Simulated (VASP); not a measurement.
Runs of VASP 6.6.1 on TiAl3. The structure is that of space group Pm-3m (No. 221), or close to it. The cells are those of the table. 

```csv
task,cell,cutoff (eV),gap on the mesh (eV),pressure (GPa)
single point,"a = 3.896 Å, 4 atoms",520,none,5.1
single point,"a = 3.849 Å, 4 atoms",520,none,(a)
relaxation of cell and atoms,"relaxed from a = 3.956 Å, 4 atoms",600,none,0.0
single point,"a = 3.774 Å, 4 atoms",520,none,20.2
relaxation of cell and atoms,"relaxed to 20 GPa from a = 3.956 Å, 4 atoms",600,none,20.0
```

Alike in all rows: level PBEsol; potentials or basis VASP PAW PBE potentials, release 64 (Ti_sv, Al); no spin polarisation; k mesh 6 × 6 × 6; smearing fermi-dirac 0.1 eV.

Question: Fill in the values left out.

Answer: (a) 10.1.

Caveats: the PAW data sets were made with another functional, which shifts forces and pressure a little; the cell is relaxed towards a set pressure, so the enthalpy falls and the energy may rise (some runs).

A gap of «none» marks levels without a gap at the run's occupations.
